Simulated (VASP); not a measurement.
Here is a VASP 6.6.1 calculation.

INCAR

```
SYSTEM = LiTa16
PREC = Accurate
ENCUT = 520
EDIFF = 1E-6
ISMEAR = -1
SIGMA = 0.05
LREAL = Auto
LASPH = .True.
NELM = 60
ALGO = Normal
ISIF = 2
LWAVE = .False.
LCHARG = .False.
GGA = PE
NBANDS = 104
```

File KPOINTS:

```
regular mesh
0
Gamma
  2 2 2
  0 0 0
```

Contents of POSCAR:

```
LiTa16
1.0
    6.6200000000      0.0000000000      0.0000000000
    0.0000000000      6.6200000000      0.0000000000
    0.0000000000      0.0000000000      6.6200000000
Ta Li
16 1
Direct
   -0.0071820290      0.0019299322      0.0000408549
    0.4782178289     -0.0349972190      0.0000373803
   -0.0072029834      0.4968305556      0.0000402567
    0.0096270568     -0.0041602676      0.5000433960
    0.2579303366      0.2493883199      0.2474915070
    0.4784626222      0.5335622555      0.0000337929
    0.5010043307     -0.0039311999      0.5000393870
    0.7723985006      0.2494674369      0.2843347324
    0.0096247255      0.5029908888      0.5000446009
    0.2411124803      0.7493414871      0.2536142990
    0.2579328113      0.2493898048      0.7525905629
    0.5010496346      0.5027553101      0.5000360339
    0.7497137510      0.7494244222      0.2533768533
    0.7723823410      0.2494734016      0.7157594569
    0.2411134756      0.7493419141      0.7464631002
    0.7497106726      0.7494281301      0.7467009631
    0.6253781448      0.2490643275      0.0000615225
```

Potentials or basis: VASP PAW PBE potentials, release 64 (Ta_pv, Li_sv).

Run with:

```sh
$ cat potpaw_PBE.64/Ta_pv/POTCAR potpaw_PBE.64/Li_sv/POTCAR > POTCAR
$ mpirun -np 1 vasp_std > vasp.out
```

Question: What does it give for the largest force?

Answer: 0.016 eV/Å.

Question: Predict the band gap on the k mesh.

Answer: Zero (an odd number of electrons rules out a gap without spin polarisation).

Forces in eV/Å, atoms in the order of the input:
```
Ta   0.015 -0.001  0.000
Ta   0.001 -0.002  0.000
Ta   0.015  0.002  0.000
Ta   0.014  0.000  0.000
Ta  -0.014  0.000  0.001
Ta  -0.001  0.002  0.000
Ta   0.002  0.005  0.000
Ta   0.001 -0.001  0.001
Ta   0.015  0.000  0.000
Ta  -0.016  0.000  0.001
Ta  -0.014  0.000 -0.001
Ta   0.001 -0.005  0.000
Ta  -0.001  0.000 -0.005
Ta   0.001 -0.001 -0.001
Ta  -0.016  0.000 -0.001
Ta  -0.001  0.000  0.006
Li  -0.002  0.000 -0.001
```

Caveat: the k points lie up to 0.47 Å⁻¹ apart, too coarse for converged energies and pressures of a metal; spin-orbit coupling is left out, which moves the levels of the heavy elements.
